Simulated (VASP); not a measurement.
Runs of VASP 6.6.1 on GaN. The structure is that of space group F-43m (No. 216), or close to it. The cells are those of the table. 

| task | cell | k mesh | cutoff (eV) | smearing | gap on the mesh (eV) | pressure (GPa) |
| --- | --- | --- | --- | --- | --- | --- |
| single point | a = 3.181 Å, angles 60.0°, 2 atoms | 10 × 10 × 10 | 520 | gaussian 0.02 eV | 2.16 | (a) |
| relaxation of cell and atoms | relaxed from a = 3.181 Å, angles 60.0°, 2 atoms | 10 × 10 × 10 | 600 | gaussian 0.02 eV | 2.12 | 0.0 |
| single point | a = 3.187 Å, angles 60.0°, 2 atoms | 8 × 8 × 8 | 520 | gaussian 0.1 eV | 2.12 | -0.1 |
| relaxation of cell and atoms | relaxed from a = 3.187 Å, angles 60.0°, 2 atoms | 10 × 10 × 10 | 600 | gaussian 0.02 eV | 2.12 | 0.0 |

Alike in all rows: level r2SCAN; potentials or basis VASP PAW PBE potentials, release 64 (Ga_d, N); no spin polarisation.

Q: Fill in the values left out.

A: (a) 1.0.

Caveats: the PAW data sets were made with another functional, which shifts forces and pressure a little; the relaxation stopped at its first step, so nothing moved (at least some runs).

A k mesh can miss the band edges, and the runs leave out spin-orbit coupling on Ga.
